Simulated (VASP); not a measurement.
# Pt: single point with r2SCAN+rVV10

Pt:

```
CELL_PARAMETERS angstrom
0.00000 1.96239 1.96239
1.96239 0.00000 1.96239
1.96239 1.96239 0.00000
ATOMIC_POSITIONS crystal
Pt 0.00000 0.00000 0.00000
```

| Property | Result |
| --- | --- |
| Program | VASP 6.6.1 |
| Task | single point |
| Functional | r2SCAN |
| Dispersion | rVV10 |
| Potentials or basis | VASP PAW PBE potentials, release 64 (Pt) |
| Cutoff | 550 eV |
| k mesh | 18 × 18 × 18 |
| Occupations | gaussian, width 0.1 eV |
| Spin | no spin polarisation |

- Pressure: 2.1 GPa
- Band gap on the k mesh: zero (band 5 reaches 11.50 eV, above the bottom of band 6 at 9.13 eV)

Levels at points of the mesh, in eV from the Fermi level:
```csv
k point,band 3,band 4,band 5,band 6,band 7,band 8
"(0.00, 0.00, 0.00)",-3.91,-3.91,-1.75,-1.75,15.46,20.62
"(0.50, 0.00, 0.00)",-4.01,-0.33,0.02,0.02,6.13,15.10
"(0.50, 0.50, 0.00)",-0.06,0.52,0.52,1.92,9.31,11.99
```

Wall time 2.5 min on 1 thread of Intel Xeon 8259CL (shared host), peak memory 0.24 GiB.

Caveat: the PAW data sets were made with another functional, which shifts forces and pressure a little; spin-orbit coupling is left out, which moves the levels of the heavy elements.
